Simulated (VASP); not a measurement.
The system is Si3Sb2Te.

```
Si Sb Te
1.0
     5.16805    0.00000    0.00000
     0.00000    5.16805    0.00000
     0.00000    0.00000    5.60714
Si Sb Te
3 2 1
Direct
  0.00000 0.00000 0.50000
  0.50000 0.50000 0.15823
  0.50000 0.50000 0.84177
  0.00000 0.50000 0.50000
  0.50000 0.00000 0.50000
  0.50000 0.50000 0.50000
```

```yaml
Program: VASP 6.6.1
Task: relaxation of cell and atoms
Functional: PBE
Potentials_or_basis: VASP PAW PBE potentials, release 64 (Si, Sb, Te)
Cutoff: 500 eV
k_mesh: 3 × 3 × 3
Occupations: gaussian, width 0.2 eV
Spin: no spin polarisation
```

At the start: pressure 54.5 GPa; volume 24.96 Å³/atom.

**Question.** Where does the relaxation end?

**Answer.** Over 36 steps the energy falls by 2409.4 meV/atom and the volume is 44.78 Å³/atom (+79.4 %); space group P4/mmm (No. 123, to 0.05 Å).

Step by step:
| step | energy change (eV) | largest force (eV/Å) | pressure (GPa) | volume (Å³) |
| --- | --- | --- | --- | --- |
| 1 | 0.0000 | 7.1968 | 54.47 | 149.76 |
| 2 | -12.4711 | 3.8943 | -1.41 | 393.22 |
| 3 | -12.5262 | 4.0051 | -1.35 | 387.70 |
| 4 | -12.5853 | 4.1332 | -1.28 | 381.73 |
| 5 | -13.0836 | 7.5112 | 1.20 | 297.57 |
| 6 | -12.7830 | 5.6453 | -0.53 | 348.04 |
| 7 | -12.9153 | 1.9569 | -1.80 | 353.65 |
| 8 | -13.4479 | 0.2502 | -1.84 | 350.85 |
| 9 | -13.4519 | 0.0856 | -1.81 | 350.70 |
| 10 | -13.4530 | 0.0936 | -1.79 | 350.55 |
| 11 | -13.6821 | 0.2644 | -0.85 | 323.47 |
| 12 | -13.7231 | 0.3692 | -0.15 | 309.16 |
| 13 | -13.8289 | 0.6792 | -0.09 | 301.12 |
| 14 | -14.1250 | 2.0743 | 0.60 | 276.81 |
| 15 | -13.4771 | 4.6305 | 5.39 | 227.40 |
| 16 | -14.0385 | 3.6331 | 1.44 | 267.18 |
| 17 | -14.0521 | 3.5922 | 1.46 | 266.47 |
| 18 | -14.0897 | 3.4640 | 1.50 | 264.34 |
| 19 | -14.1491 | 3.1775 | 1.61 | 260.05 |
| 20 | -14.2172 | 2.2999 | 1.64 | 251.42 |
| 21 | -14.0171 | 0.1483 | 3.26 | 233.90 |
| 22 | -14.2072 | 2.1977 | 1.68 | 248.47 |
| 23 | -14.2014 | 1.3343 | 2.17 | 241.22 |
| 24 | -14.2183 | 1.7805 | 1.82 | 244.86 |
| 25 | -14.2170 | 1.6409 | 1.92 | 243.68 |
| 26 | -14.2442 | 1.5016 | 1.68 | 245.63 |
| 27 | -14.3065 | 1.2492 | 1.25 | 251.52 |
| 28 | -14.4124 | 0.9273 | 0.59 | 263.43 |
| 29 | -14.3130 | 0.1981 | -1.15 | 287.79 |
| 30 | -14.4352 | 0.5912 | -0.01 | 270.88 |
| 31 | -14.4352 | 0.6187 | 0.03 | 270.33 |
| 32 | -14.4419 | 0.5193 | 0.07 | 269.35 |
| 33 | -14.4526 | 0.2319 | 0.22 | 266.44 |
| 34 | -14.4531 | 0.1540 | 0.26 | 265.64 |
| 35 | -14.4553 | 0.0902 | 0.16 | 266.78 |
| 36 | -14.4563 | 0.0095 | -0.01 | 268.66 |

Final structure:
```xyz
6
Lattice="5.7981 0.0000 0.0000 0.0000 5.7981 0.0000 0.0000 0.0000 7.9915" Properties=species:S:1:pos:R:3 pbc="T T T"
Si    0.0000    0.0000    3.9957
Si    2.8990    2.8990    1.1234
Si    2.8990    2.8990    6.8680
Sb    0.0000    2.8990    3.9957
Sb    2.8990    0.0000    3.9957
Te    2.8990    2.8990    3.9957
```

Caveat: the k points lie up to 0.36 Å⁻¹ apart in the final cell; the volume moved by over 15 % at a fixed basis, so the end points are rough; the relaxation stopped at a loose force limit of 0.08 eV/Å, so its end isn't a converged minimum.
